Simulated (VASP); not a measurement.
Wanted: the native input for a VASP 6.6.1 run.

- Task: single point
- Functional: HSE06
- Potentials or basis: VASP PAW PBE potentials, release 64 (Na_pv)
- Cutoff: 400 eV
- k mesh: 6 × 6 × 6
- Occupations: fermi-dirac, width 0.1 eV
- Spin: no spin polarisation
- Dipole correction: no
- Grid for exact exchange (PRECFOCK): Normal
- Further INCAR settings: ALGO = Normal; EDIFF = 1e-06; NBANDS = 10
- Share of exact exchange: 0.25
- Screening parameter: 0.2079 1/Å

The system is Na.

```xyz
1
Lattice="-2.1070 2.1070 2.1070 2.1070 -2.1070 2.1070 2.1070 2.1070 -2.1070" Properties=species:S:1:pos:R:3 pbc="T T T"
Na    0.0000    0.0000    0.0000
```

The input as run:

POSCAR

```
Na
1.0
   -2.1069767954      2.1069767954      2.1069767954
    2.1069767954     -2.1069767954      2.1069767954
    2.1069767954      2.1069767954     -2.1069767954
Na
1
Direct
    0.0000000000      0.0000000000      0.0000000000
```

INCAR.step1

```
ALGO = Normal
EDIFF = 1E-5
ENCUT = 400
GGA = PE
GGA_COMPAT = F
ISIF = 2
ISMEAR = -1
LASPH = T
LCHARG = F
LREAL = F
LWAVE = T
NBANDS = 10
NELM = 120
PREC = Accurate
SIGMA = 0.1
```

INCAR.step2

```
ALGO = Normal
EDIFF = 1E-6
ENCUT = 400
GGA = PE
GGA_COMPAT = F
HFSCREEN = 0.2079
ISIF = 2
ISMEAR = -1
ISTART = 1
LASPH = T
LCHARG = F
LHFCALC = T
LREAL = F
LWAVE = F
NBANDS = 10
NELM = 120
PREC = Accurate
PRECFOCK = Normal
SIGMA = 0.1
```

KPOINTS

```
k-points
0
Gamma
  6 6 6
```

Potentials or basis: VASP PAW PBE potentials, release 64 (Na_pv).

Launch:

```sh
$ cat potpaw_PBE.64/Na_pv/POTCAR > POTCAR
$ cp INCAR.step1 INCAR
$ mpirun -np 1 vasp_std > vasp.out
$ cp INCAR.step2 INCAR
$ mpirun -np 1 vasp_std > vasp.out
```

Results of the run:

The pressure is -0.1 GPa and the band gap on the k mesh is zero (an odd number of electrons rules out a gap without spin polarisation).

Caveat: the PAW data sets were made with another functional, which shifts forces and pressure a little.

Run time: 80 s on 1 thread of Intel(R) Xeon(R) 6975P-C (Granite Rapids), with other jobs on the host, peak memory 0.23 GiB.
